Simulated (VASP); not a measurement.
# BN (P1) in VASP: further runs, part 2 of 2

VASP 6.6.1. The steps go on from the part before.

### Step 4. Single point, LDA (atom 1 (B) moved by (-0.100, +0.200) A along x and z)

The input, INCAR:

```
ALGO = Normal ; EDIFF = 1E-6
ENCUT = 600 ; GGA_COMPAT = False
ISIF = 2 ; ISMEAR = 0
LASPH = True ; LCHARG = False
LREAL = False ; LWAVE = False
NBANDS = 11 ; NELM = 120
PREC = Accurate ; SIGMA = 0.05
```

The input, KPOINTS:

```
k-points
0
Gamma
  12 12 12
```

The input, POSCAR:

```
BN
1.0
    1.2511217832      0.7223354983      3.3729344033
   -1.2511217832      0.7223354983      3.3729344033
    0.0000000000     -1.4446709967      3.3729344033
B N
1 1
Direct
    0.9794722482      1.0594005184      1.0194363833
    0.3327618000      0.3327618000      0.3327618000
```

Started as:

```
> cat potpaw_LDA.64/B/POTCAR potpaw_LDA.64/N/POTCAR > POTCAR
> mpirun -np 1 vasp_std > vasp.out
```

Run time: 7.8 min. Hardware: 1 thread of Intel Xeon 8259CL, shared host; peak memory 0.32 GiB.

The run converged. Its results:

| Item | Value |
| --- | --- |
| Free energy | -18.8331 eV |
| Pressure | -3.4 GPa |
| Largest force | 4.582 eV/Å |
| Band gap on the k mesh | 3.44 eV (least direct gap 4.09 eV) |

Forces in eV/Å, atoms in the order of the input:
```
B    3.794  0.591 -2.499
N   -3.794 -0.591  2.499
```

Stress tensor (GPa, compression positive):
```
-0.01  9.40  6.57
 9.40 -2.73  1.05
 6.57  1.05 -7.48
```

Levels at points of the mesh, in eV from the valence-band top:
```tsv
k point	band 1	band 2	band 3	band 4	band 5	band 6	band 7	band 8	band 9
(0.00, 0.00, 0.00)	-17.59	-4.18	-2.19	0.00	4.09	9.98	12.74	13.21	14.95
(0.50, 0.00, 0.00)	-14.48	-9.00	-3.40	-0.39	4.02	9.93	12.24	15.44	18.65
(0.00, 0.50, 0.00)	-14.24	-8.70	-4.38	-0.89	4.87	9.70	12.64	15.68	18.73
(0.00, 0.00, 0.50)	-14.37	-8.89	-3.74	-0.62	4.40	9.46	12.48	15.50	19.08
(0.50, 0.50, 0.00)	-14.30	-8.75	-3.79	-1.45	4.06	9.27	13.15	17.37	19.65
(0.50, 0.00, 0.50)	-14.16	-8.55	-4.43	-1.72	4.70	9.48	12.96	17.26	19.07
(0.00, 0.50, 0.50)	-14.41	-8.86	-3.46	-1.15	3.44	9.73	13.37	17.46	19.39
(0.50, 0.50, 0.50)	-17.31	-6.35	-2.21	-0.02	9.05	9.97	12.30	13.33	15.19
```

Caveat: the cell differs from its parent crystal (atom 1 (B) moved by (-0.100, +0.200) A along x and z); the cell stands under tension; forces of over 1 eV/Å act on the atoms, so gaps and moduli don't describe the material at rest. A k mesh can miss the band edges.

### Step 5. Single point, LDA (atom 1 (B) moved by (-0.100, -0.100) A along x and z)

The input, INCAR:

```
PREC = Accurate ; ENCUT = 600
EDIFF = 1E-6 ; ISMEAR = 0
SIGMA = 0.05 ; LREAL = F
LASPH = T ; NELM = 120
ALGO = Normal ; ISIF = 2
LWAVE = F ; LCHARG = F
NBANDS = 11 ; GGA_COMPAT = F
```

The input, KPOINTS:

```
Automatic mesh
0
Gamma
  12 12 12
```

Edit POSCAR of step 4 so:

```diff
@@ -8,3 +8,3 @@
 Direct
-    0.9794722482      1.0594005184      1.0194363833
+    0.9498244732      1.0297527435      0.9897886084
     0.3327618000      0.3327618000      0.3327618000
```

Potentials or basis: VASP PAW LDA potentials, release 64 (B, N).

Started as:

```
> cat potpaw_LDA.64/B/POTCAR potpaw_LDA.64/N/POTCAR > POTCAR
> mpirun -np 1 vasp_std > vasp.out
```

OUTCAR:

```text
PREC = Accurate
   ENCUT = 600
   EDIFF = 1E-6
   ISMEAR = 0
   LREAL = F
   LASPH = T
   NELM = 120
   ISIF = 2

 ion  position               nearest neighbor table
   1  0.950  0.030  0.990-   2 1.36   2 1.45   2 1.54
   2  0.333  0.333  0.333-   1 1.36   1 1.45   1 1.54

  LATTYP: Found a trigonal (rhomboedric) cell.
 ALAT       =     3.6692997666
 COS(alpha) =     0.7674786796

  Lattice vectors:

 A1 = (   1.2511217832,   0.7223354983,   3.3729344033)
 A2 = (  -1.2511217832,   0.7223354983,   3.3729344033)
 A3 = (   0.0000000000,  -1.4446709967,   3.3729344033)

Analysis of symmetry for initial positions (statically):
=====================================================================
 Subroutine PRICEL returns:
 Original cell was already a primitive cell.

 Routine SETGRP: Setting up the symmetry group for a
 trigonal (rhombohedral) supercell.

 Subroutine GETGRP returns: Found  1 space group operations
 (whereof  1 operations were pure point group operations)
 out of a pool of 12 trial point group operations.

The static configuration has the point symmetry C_1 .

Analysis of symmetry for dynamics (positions and initial velocities):
=====================================================================
 Subroutine PRICEL returns:
 Original cell was already a primitive cell.

 Routine SETGRP: Setting up the symmetry group for a
 trigonal (rhombohedral) supercell.

 Subroutine GETGRP returns: Found  1 space group operations
 (whereof  1 operations were pure point group operations)
 out of a pool of 12 trial point group operations.

The dynamic configuration has the point symmetry C_1 .

 Subroutine INISYM returns: Found  1 space group operations
 (whereof  1 operations are pure point group operations),
 and found     1 'primitive' translations

----------------------------------------------------------------------------------------

                                     Primitive cell

  volume of cell :      18.2893

  direct lattice vectors                    reciprocal lattice vectors
     1.251121783  0.722335498  3.372934403     0.399641351  0.230733042  0.098825916
    -1.251121783  0.722335498  3.372934403    -0.399641351  0.230733042  0.098825916
     0.000000000 -1.444670997  3.372934403     0.000000000 -0.461466083  0.098825916

  length of vectors
     3.669299767  3.669299767  3.669299767     0.471929558  0.471929558  0.471929558

  position of ions in fractional coordinates (direct lattice)
     0.949824473  0.029752743  0.989788608
     0.332761800  0.332761800  0.332761800

  ion indices of the primitive-cell ions
   primitive index   ion index
                 1           1
                 2           2

----------------------------------------------------------------------------------------

 KPOINTS: Automatic mesh

Automatic generation of k-mesh.
 Grid dimensions read from file:
 generate k-points for:   12   12   12

 Generating k-lattice:

  Cartesian coordinates                     Fractional coordinates (reciprocal lattice)
     0.033303446  0.019227753  0.008235493     0.083333333  0.000000000  0.000000000
    -0.033303446  0.019227753  0.008235493     0.000000000  0.083333333  0.000000000
     0.000000000 -0.038455507  0.008235493     0.000000000  0.000000000  0.083333333

  Length of vectors
     0.039327463  0.039327463  0.039327463

  Shift w.r.t. Gamma in fractional coordinates (k-lattice)
     0.000000000  0.000000000  0.000000000

 Subroutine IBZKPT returns following result:
 ===========================================

 Found    868 irreducible k-points:

 Following reciprocal coordinates:
            Coordinates               Weight
  0.000000  0.000000  0.000000      1.000000
  0.083333  0.000000 -0.000000      2.000000
  0.000000  0.083333 -0.000000      2.000000
 -0.000000 -0.000000  0.083333      2.000000
  0.166667  0.000000  0.000000      2.000000
  0.000000  0.166667  0.000000      2.000000
[... 16 lines left out ...]
  0.166667  0.083333 -0.000000      2.000000
 -0.166667 -0.000000 -0.083333      2.000000
 [... further k-points ...]
   k-points           NKPTS =    868   k-points in BZ     NKDIM =    868   number of bands    NBANDS=     11
   number of dos      NEDOS =    301   number of ions     NIONS =      2
   total plane-waves  NPLWV =  27000
   dimension x,y,z NGX =    30 NGY =   30 NGZ =   30
   dimension x,y,z NGXF=    60 NGYF=   60 NGZF=   60
   ions per type =               1   1
   NGX,Y,Z   is equivalent  to a cutoff of  13.59, 13.59, 13.59 a.u.
   NGXF,Y,Z  is equivalent  to a cutoff of  27.18, 27.18, 27.18 a.u.
 SYSTEM =  unknown system
   PREC   = accura    normal or accurate (medium, high low for compatibility)
   ISTART =      0    job   : 0-new  1-cont  2-samecut
   ICHARG =      2    charge: 1-file 2-atom 10-const
   ISPIN  =      1    spin polarized calculation?
   LNONCOLLINEAR =      F non collinear calculations
   LSORBIT =      F    spin-orbit coupling
   LASPH  =      T    aspherical Exc in radial PAW
   ENCUT  =  600.0 eV  44.10 Ry    6.64 a.u.   7.33  7.33  7.33*2*pi/ulx,y,z
   NELM   =    120;   NELMIN=  2; NELMDL= -5     # of ELM steps
   EDIFF  = 0.1E-05   stopping-criterion for ELM
   LREAL  =      F    real-space projection
[... 7 lines left out ...]
   TEBEG  =    0.0;   TEEND  =   0.0 temperature during run
   PSTRESS=    0.0 pullay stress
   NELECT =       8.0000    total number of electrons
   NUPDOWN=      -1.0000    fix difference up-down
   EMIN   =  10.00;   EMAX   =-10.00  energy-range for DOS
   EFERMI =   0.00;   METHOD = LEGACY
   ISMEAR =     0;   SIGMA  =   0.05  broadening in eV -4-tet -1-fermi 0-gaus
   EFERMI_NEDOS =   21; number of points for ismear=-14 and -15
   IALGO  =     38    algorithm
   IMIX   =      4    mixing-type and parameters
     AMIX     =   0.40;   BMIX     =  1.00
     AMIX_MAG =   1.60;   BMIX_MAG =  1.00
  volume/ion in A,a.u.               =       9.14        61.71
  Fermi-wavevector in a.u.,A,eV,Ry     =   1.242717  2.348395 21.012099  1.544346
  Thomas-Fermi vector in A             =   2.377059
   LORBIT       =      0    0 simple, 1 ext, 2 COOP (PROOUT), +10 PAW based schemes
   GGA     = CA    functional components
   LHFCALC =     F    Hartree Fock is set to
   AEXX    =    0.0000 exact exchange contribution
   IVDW    =     0    specifies the selected vdW correction
   LEPSILON=     F    determine dielectric tensor
   LRPA    =     F    only Hartree local field effects (RPA)
 non-spin polarized calculation
 Gauss-broadening in eV      SIGMA  =   0.05
  energy-cutoff  :      600.00
  volume of cell :       18.29
 maximum number of plane-waves:       624
 NGX is ok and might be reduce to    30
   NGX = 15   NGY = 15   NGZ = 15

 number of electron       8.0000000 magnetization

 Free energy of the ion-electron system (eV)
  ---------------------------------------------------
  ext. energy  EPLUGINS =         0.00000000
  ---------------------------------------------------
  free energy    TOTEN  =       -19.02007790 eV

  energy without entropy =      -19.02007790  energy(sigma->0) =      -19.02007790

 E-fermi :   2.3220     XC(G=0): -10.4376

 val. band max:        2.0242741716   @ k =   0.3333  -0.0000  -0.2500
 cond. band min:       5.3783757924   @ k =  -0.0000   0.5000   0.5000
 fundamental gap:      3.3541016208
 Fermi energy:         2.3219728383

 k-point     1 :       0.0000    0.0000    0.0000
  band No.  band energies     occupation
      1     -15.5531      2.00000
      2      -2.2003      2.00000
      3      -0.3594      2.00000
      4       1.9078      2.00000
      5       6.6816      0.00000
      6      12.0863      0.00000
      7      15.0124      0.00000
      8      15.1931      0.00000
      9      16.9700      0.00000
     10      27.5776      0.00000
     11      28.9722      0.00000

 k-point     2 :       0.0833    0.0000   -0.0000
  band No.  band energies     occupation
      1     -15.4192      2.00000
      2      -2.0520      2.00000
      3      -0.7953      2.00000
      4       1.5548      2.00000
      5       6.9381      0.00000
      6      12.6212      0.00000
      7      14.5709      0.00000
      8      14.9354      0.00000
      9      17.5101      0.00000
     10      27.5710      0.00000
     11      28.0269      0.00000
[... 295 lines left out ...]
 k-point    24 :      -0.1667   -0.0000   -0.0833
  band No.  band energies     occupation
      1     -15.1325      2.00000
      2      -1.8989      2.00000
      3      -1.3024      2.00000
      4       0.5792      2.00000
      5       7.6287      0.00000
      6      13.0024      0.00000
      7      13.8785      0.00000
      8      15.5719      0.00000
      9      18.1669      0.00000
     10      24.8585      0.00000
     11      27.7867      0.00000

 [... further k-points ...]
[... 5 lines left out ...]
  --------------------------------------------------------------------------------------
  -------------------------------------------------------------------------------------
  Total        0.1284569     -0.1971748     -0.2537134      1.2465972     -0.0614124     -0.4065973
  in kB       11.2530522    -17.2728598    -22.2257462    109.2041199     -5.3798390    -35.6186435
  external PRESSURE =      -9.4151846 kB  Pullay stress =       0.0000000 kB

 VOLUME and BASIS-vectors are now :
 -----------------------------------------------------------------------------
  energy-cutoff  :      600.00
  volume of cell :       18.29
      direct lattice vectors                 reciprocal lattice vectors
     1.251121783  0.722335498  3.372934403     0.399641351  0.230733042  0.098825916
    -1.251121783  0.722335498  3.372934403    -0.399641351  0.230733042  0.098825916
     0.000000000 -1.444670997  3.372934403     0.000000000 -0.461466083  0.098825916

 POSITION                                       TOTAL-FORCE (eV/Angst)
 -----------------------------------------------------------------------------------
      1.15112     -0.72234      6.64254         4.056707      0.632380      1.246516
      0.00000     -0.00000      3.36715        -4.056707     -0.632380     -1.246516
 -----------------------------------------------------------------------------------
    total drift:                               -0.000391     -0.000019      0.000626

  FREE ENERGIE OF THE ION-ELECTRON SYSTEM (eV)
  ---------------------------------------------------
  free  energy   TOTEN  =       -19.0200779000 eV

  energy  without entropy=      -19.0200779000  energy(sigma->0) =      -19.02007790
```

OSZICAR:

```text
N       E                     dE             d eps       ncg     rms          rms(c)
DAV:   1     0.136649911461E+02    0.13665E+02   -0.48001E+03 19328   0.742E+02
DAV:   2    -0.203072832976E+02   -0.33972E+02   -0.32553E+02 22450   0.158E+02
DAV:   3    -0.210835339844E+02   -0.77625E+00   -0.77492E+00 23387   0.215E+01
DAV:   4    -0.210856915561E+02   -0.21576E-02   -0.21575E-02 20856   0.139E+00
DAV:   5    -0.210857014705E+02   -0.99144E-05   -0.99143E-05 23229   0.797E-02    0.795E+00
DAV:   6    -0.192763838388E+02    0.18093E+01   -0.61405E+00 20422   0.135E+01    0.351E+00
DAV:   7    -0.190802669923E+02    0.19612E+00   -0.20475E-01 22732   0.339E+00    0.209E+00
DAV:   8    -0.190205202070E+02    0.59747E-01   -0.14754E-01 22459   0.232E+00    0.241E-01
DAV:   9    -0.190200957241E+02    0.42448E-03   -0.30040E-03 20935   0.459E-01    0.135E-01
DAV:  10    -0.190200749907E+02    0.20733E-04   -0.20703E-04 22528   0.128E-01    0.234E-02
DAV:  11    -0.190200774970E+02   -0.25063E-05   -0.93368E-06 22534   0.222E-02    0.168E-02
DAV:  12    -0.190200779000E+02   -0.40296E-06   -0.20177E-06 20950   0.954E-03
   1 F= -.19020078E+02 E0= -.19020078E+02  d E =-.132281E-19
```

It took 7.9 min on 1 thread of Intel Xeon 8259CL, shared host; peak memory 0.32 GiB.

Results:

```yaml
Free_energy: -19.0201 eV
Pressure: -0.9 GPa
Largest_force: 4.291 eV/Å
Band_gap_on_the_k_mesh: 3.35 eV (least direct gap 4.23 eV)
```

Forces on the atoms (eV/Å):
```
B    4.057  0.632  1.247
N   -4.057 -0.632 -1.247
```

Caveat: the cell differs from its parent crystal (atom 1 (B) moved by (-0.100, -0.100) A along x and z); forces of over 1 eV/Å act on the atoms, so gaps and moduli don't describe the material at rest. A k mesh can miss the band edges.

### Step 6. Single point, LDA (atom 1 (B) moved by (-0.100, +0.100) A along x and z)

The input, INCAR:

```
PREC = Accurate ; ENCUT = 600
EDIFF = 1E-6 ; ISMEAR = 0
SIGMA = 0.05 ; LREAL = False
LASPH = True ; NELM = 120
ALGO = Normal ; ISIF = 2
LWAVE = False ; LCHARG = True
GGA = CA ; LELF = True
LVHAR = True ; NBANDS = 11
GGA_COMPAT = False
```

The input, KPOINTS:

```
regular mesh
0
Gamma
  12 12 12
```

Edit POSCAR of step 5 so:

```diff
@@ -8,3 +8,3 @@
 Direct
-    0.9498244732      1.0297527435      0.9897886084
+    0.9695896565      1.0495179268      1.0095537916
     0.3327618000      0.3327618000      0.3327618000
```

Potentials or basis: VASP PAW LDA potentials, release 64 (B, N).

Started as:

```
> cat potpaw_LDA.64/B/POTCAR potpaw_LDA.64/N/POTCAR > POTCAR
> mpirun -np 1 vasp_std > vasp.out
```

It took 8 min on 1 thread of Intel Xeon 8259CL, shared host; peak memory 0.32 GiB.

The run converged. Its results:

```
Free energy            : -19.0200 eV
Pressure               : -1.1 GPa
Largest force          : 4.286 eV/Å
Band gap on the k mesh : 3.54 eV (least direct gap 4.45 eV)
```

Forces in eV/Å, atoms in the order of the input:
```
B    4.053  0.632 -1.242
N   -4.053 -0.632  1.242
```

Stress tensor (GPa, compression positive):
```
 1.26 10.88  3.53
10.88 -1.59  0.57
 3.53  0.57 -2.89
```

Levels at points of the mesh, in eV from the valence-band top:
```tsv
k point	band 2	band 3	band 4	band 5	band 6	band 7
(0.00, 0.00, 0.00)	-4.23	-2.38	-0.12	4.63	10.04	12.91
(0.50, 0.00, 0.00)	-9.02	-3.54	-0.34	4.35	9.98	12.40
(0.00, 0.50, 0.00)	-8.73	-4.56	-0.92	5.43	9.77	12.71
(0.00, 0.00, 0.50)	-8.92	-3.89	-0.62	4.85	9.53	12.58
(0.50, 0.50, 0.00)	-8.78	-3.94	-1.32	4.16	9.40	13.58
(0.50, 0.00, 0.50)	-8.59	-4.61	-1.63	4.82	9.63	13.43
(0.00, 0.50, 0.50)	-8.89	-3.60	-1.00	3.54	9.86	13.73
(0.50, 0.50, 0.50)	-6.29	-2.40	-0.14	9.58	9.98	12.18
```

Caveat: the cell differs from its parent crystal (atom 1 (B) moved by (-0.100, +0.100) A along x and z); forces of over 1 eV/Å act on the atoms, so gaps and moduli don't describe the material at rest. A k mesh can miss the band edges.

### Step 7. The runs side by side

| cell | gap on the mesh (eV) | pressure (GPa) | largest force (eV/Å) |
| --- | --- | --- | --- |
| as given, atomic positions A | 3.08 | -3.1 | 4.60 |
| as given, atomic positions B | 3.48 | -0.2 | 4.19 |
| as given, atomic positions C | 3.44 | -3.4 | 4.58 |
| as given, atomic positions D | 3.35 | -0.9 | 4.29 |
| as given, atomic positions E | 3.54 | -1.1 | 4.29 |

Alike in all rows: task single point; level LDA; potentials or basis VASP PAW LDA potentials, release 64 (B, N); no spin polarisation; k mesh 12 × 12 × 12; cutoff (eV) 600; smearing gaussian 0.05 eV.

Caveats: forces of over 1 eV/Å act on the atoms, so gaps and moduli don't describe the material at rest; the cell stands under tension (at least some runs).

Total energies depend on the potentials used, so only differences within one code and one set of settings carry meaning.
